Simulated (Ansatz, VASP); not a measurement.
**One calculation of KCl, two programs**

The input INCAR:

```
SYSTEM = KCl
PREC = Accurate
ENCUT = 520
EDIFF = 1E-7
ISMEAR = 0
SIGMA = 0.01
LREAL = .FALSE.
LASPH = .TRUE.
NELM = 60
ALGO = Normal
ISIF = 2
LWAVE = .FALSE.
LCHARG = .TRUE.
GGA = PS
LELF = .TRUE.
LVHAR = .TRUE.
NBANDS = 15
```

KPOINTS

```
regular mesh
0
G
  5 5 5
  0 0 0
```

File POSCAR:

```
KCl
1.0
    0.0000000000      3.1039449222      3.1039449222
    3.1039449222      0.0000000000      3.1039449222
    3.1039449222      3.1039449222      0.0000000000
K Cl
1 1
Direct
    0.0000000000      0.0000000000      0.0000000000
    0.5000000000      0.5000000000      0.5000000000
```

Input for Ansatz:

```yaml
crystal:
  lattice:
    - [0.0, 3.1039449222074373, 3.1039449222074373]
    - [3.1039449222074373, 0.0, 3.1039449222074373]
    - [3.1039449222074373, 3.1039449222074373, 0.0]
  atoms:
    - { symbol: K, position: [0.0, 0.0, 0.0] }
    - { symbol: Cl, position: [0.5, 0.5, 0.5] }
basis:
  ecutwfc: 500.0
kpoints:
  mp_grid:
    grid: [5, 5, 5]
hamiltonian:
  xc: pbesol
scf:
  occupations:
    method: fixed
output:
  stress: true
```

Alike in both runs: task single point; functional PBEsol; k mesh 5 × 5 × 5; no spin polarisation.

|  | VASP | Ansatz |
| --- | --- | --- |
| version | VASP 6.6.1 | Ansatz 0.2.0 |
| potentials or method | VASP PAW PBE potentials, release 64 (K_sv, Cl), cutoff 520 eV | plane waves, PAW |
| occupations | gaussian, width 0.01 eV | fixed |
| valence electrons in the cell | 16 | 16 |

```tsv
	VASP	Ansatz	Ansatz less VASP
pressure (GPa)	0.4	0.3	-0.05
```

VASP's potentials were made for PBE, not for PBEsol.
